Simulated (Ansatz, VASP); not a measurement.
## ZrGa2S2: VASP beside Ansatz

```
CELL_PARAMETERS angstrom
4.61489 0.00000 0.00000
-2.30744 3.99661 0.00000
0.00000 0.00000 5.40294
ATOMIC_POSITIONS crystal
Zr 0.66667 0.33333 0.00000
Ga 0.00000 0.00000 0.72400
Ga 0.00000 0.00000 0.27600
S 0.66667 0.33333 0.50000
S 0.33333 0.66667 0.00000
```

Change from the starting cell: species swapped into the Sr2ZnAs2 type (P-6m2, No. 187).

Alike in both runs: functional PBE; k mesh 12 × 12 × 6; occupations gaussian, width 0.1 eV; no spin polarisation.

Ansatz relaxed the structure, and its values are those at the end. VASP's run is a single point on that final structure, the one shown.

```csv
,VASP,Ansatz
version,VASP 6.6.1,Ansatz 0.2.0
potentials or method,"VASP PAW PBE potentials, release 64 (Zr_sv, Ga_d, S), cutoff 520 eV","scalar-relativistic, plane waves, PAW"
valence electrons in the cell,50,50
```

```tsv
	VASP	Ansatz	Ansatz less VASP
gap on the k mesh at the Fermi level (eV)	none	none	-
pressure (GPa)	0.1	0.0	-0.04
```

A gap of «none» marks a metal or a gap that the smearing closes.
